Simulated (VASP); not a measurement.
**C: single point with LDA**

The system is C.

```
C
1.0
     0.00000    1.76152    1.56141
     1.76152    0.00000    1.56141
     1.76152    1.76152    0.00000
C
2
Cartesian
  1.7615 1.7615 1.5614
  2.6423 2.6423 2.3421
```

This cell differs from its parent crystal: volume 4.845 Å^3 an atom, c/a of the conventional cell 0.8864.

```json
{"Program": "VASP 6.6.1", "Task": "single point", "Functional": "LDA", "Potentials or basis": "VASP PAW LDA potentials, release 64 (C)", "Cutoff": "520 eV", "k mesh": "12 × 12 × 12", "Occupations": "gaussian, width 0.05 eV", "Spin": "no spin polarisation", "Dipole correction": "no", "Further INCAR settings": "ALGO = Normal; EDIFF = 1e-06; NBANDS = 11"}
```

```yaml
Pressure: 77.2 GPa
Band_gap_on_the_k_mesh: 1.26 eV, indirect (least direct gap 3.92 eV)
```

Stress tensor (GPa, compression positive):
```
 39.33   0.00   0.00
  0.00  39.33   0.00
  0.00   0.00 153.06
```

Levels at points of the mesh, in eV from the valence-band top:
```
           k point  band 2  band 3  band 4  band 5  band 6  band 7
(0.00, 0.00, 0.00)   -1.77   -1.77    0.00    3.93    5.50    5.50
(0.50, 0.00, 0.00)  -16.36   -5.50   -3.30    6.73    7.13   11.83
(0.50, 0.50, 0.00)  -13.42   -9.74   -9.74    1.85    1.85   18.24
(0.50, 0.00, 0.50)  -15.67   -7.65   -7.65    5.09    5.09   16.92
```

It took 11 s on 1 thread of AMD EPYC 7R13 Processor (Zen 3) (shared host), peak memory 0.09 GiB.

 A k mesh can miss the band edges.
